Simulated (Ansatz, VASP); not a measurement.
# BeSn2C2 in VASP and in Ansatz

INCAR

```
ALGO = Normal
EDIFF = 1E-6
EDIFFG = -0.01
ENCUT = 600
GGA = PE
IBRION = 2
ISIF = 3
ISMEAR = 0
LASPH = True
LCHARG = False
LREAL = False
LWAVE = False
NELM = 60
NSW = 100
PREC = Accurate
SIGMA = 0.1
```

KPOINTS

```
k-points
0
Gamma
  12 12 6
```

The input POSCAR:

```
BeSn2C2
1.0
    3.6875090847      0.0000000000      0.0000000000
   -1.8437545423      3.1934765440      0.0000000000
    0.0000000000      0.0000000000      7.0036600199
Be Sn C
1 2 2
Direct
    0.0000000000      0.0000000000      0.0000000000
    0.3333333333      0.6666666667      0.2873305452
    0.6666666667      0.3333333333      0.7126694548
    0.3333333333      0.6666666667      0.6514121026
    0.6666666667      0.3333333333      0.3485878974
```

Input for Ansatz:

```yaml
crystal:
  lattice:
    - [3.6875090847, 0.0, 0.0]
    - [-1.8437545423, 3.193476544, 0.0]
    - [0.0, 0.0, 7.0036600199]
  atoms:
    - { symbol: Be, position: [0.0, 0.0, 0.0] }
    - { symbol: Sn, position: [0.3333333333, 0.6666666667, 0.2873305452] }
    - { symbol: Sn, position: [0.6666666667, 0.3333333333, 0.7126694548] }
    - { symbol: C, position: [0.3333333333, 0.6666666667, 0.6514121026] }
    - { symbol: C, position: [0.6666666667, 0.3333333333, 0.3485878974] }
basis:
  ecutwfc: 420
kpoints:
  mp_grid: { grid: [12, 12, 6] }
hamiltonian:
  xc: pbe
scf:
  occupations: { method: gaussian, width: 0.1 }
output:
  forces: true
  stress: true
  eigenvalues: true
relax:
  adjacent_minimum: "off"
  f_tol: 0.01
  max_steps: 80
  cell: { stress_tol: 0.05 }
```

Alike in both runs: task relaxation of cell and atoms; functional PBE; k mesh 12 × 12 × 6; occupations gaussian, width 0.1 eV; no spin polarisation.

|  | VASP | Ansatz |
| --- | --- | --- |
| version | VASP 6.6.1 | Ansatz 0.2.0 |
| potentials or method | VASP PAW PBE potentials, release 64 (Be, Sn_d, C), cutoff 600 eV | scalar-relativistic, plane waves, PAW |
| valence electrons in the cell | 38 | 38 |

VASP gave:

```
gap on the k mesh at the Fermi level, each at its own relaxed structure (eV) : none
relaxed volume (Å³/atom)                                                     : 16.56
relaxed cell length with the largest relative difference (Å)                 : 7.090
```

Q: What did Ansatz give for the same quantities?

A: gap on the k mesh at the Fermi level, each at its own relaxed structure (eV): none; relaxed volume (Å³/atom): 16.54; relaxed cell length with the largest relative difference (Å): 7.069.

A gap of «none» marks a metal or a gap that the smearing closes.
